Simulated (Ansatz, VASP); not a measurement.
## One calculation of Si, two programs

```xyz
31
Lattice="0.0000 -7.6919 0.0000 6.1674 1.9230 6.2888 -7.6611 1.9230 6.2888" Properties=species:S:1:pos:R:3 pbc="T T T"
Si   -0.5893    0.0437   11.8309
Si    0.0653   -3.8605    5.3842
Si   -0.6033   -3.8726   11.8672
Si   -1.0050   -0.0427    0.7292
Si   -1.0876   -0.0125    7.1427
Si   -0.9869   -3.8108    0.7061
Si   -1.5606   -3.8557    7.1011
Si   -0.3336    1.9463   10.4387
Si   -0.3635   -1.9368   10.4909
Si    0.2672   -1.8379    4.0441
Si    0.2933   -5.9033    4.0084
Si   -1.6837    1.8923    8.4901
Si   -1.6820   -1.8979    8.5095
Si   -1.1437   -1.9313    2.1463
Si   -1.1210   -5.7606    2.0894
Si   -4.6356    1.8425    6.6568
Si   -4.6403   -1.8549    6.6654
Si    1.5926    0.0191    6.7151
Si    2.0601   -3.8363    6.6140
Si   -3.3072   -0.0124    5.9321
Si   -3.6264   -3.8549    5.9960
Si    3.0059   -1.8084    5.9605
Si    3.0235   -5.8603    5.9351
Si   -4.1375   -0.0009    3.7265
Si   -4.1892   -3.8506    3.7236
Si    2.6443   -1.8953    3.6582
Si    2.6693   -5.7677    3.6236
Si   -4.0883    1.9066    8.9235
Si   -4.0931   -1.8878    8.9418
Si    2.6534   -0.0106    8.8644
Si    2.7014   -3.8454    8.8737
```

Alike in both runs: task single point; functional PBE; k mesh 2 × 2 × 1; occupations gaussian, width 0.05 eV; collinear spin.

|  | VASP | Ansatz |
| --- | --- | --- |
| version | VASP 6.6.1 | Ansatz 0.2.0 |
| potentials or method | VASP PAW PBE potentials, release 64 (Si), cutoff 400 eV | scalar-relativistic, plane waves, PAW |
| valence electrons in the cell | 124 | 124 |

|  | VASP | Ansatz | Ansatz less VASP |
| --- | --- | --- | --- |
| gap on the k mesh at the Fermi level (eV) | none | none | - |
| rms of the force components (eV/Å) | 0.010 | 0.009 | -0.0001 |
| net moment per atom (μB) | 0.01 | 0.01 | 0.000 |

Atom by atom the forces differ by 0.003 eV/Å (rms over components). A gap of «none» marks a metal or a gap that the smearing closes. With one functional, cell and mesh, what is left measures potentials, basis and numerics. Ansatz's warnings: moment headroom below auto, stability check not made.

The k mesh is coarse, so the values compare programs but aren't converged.
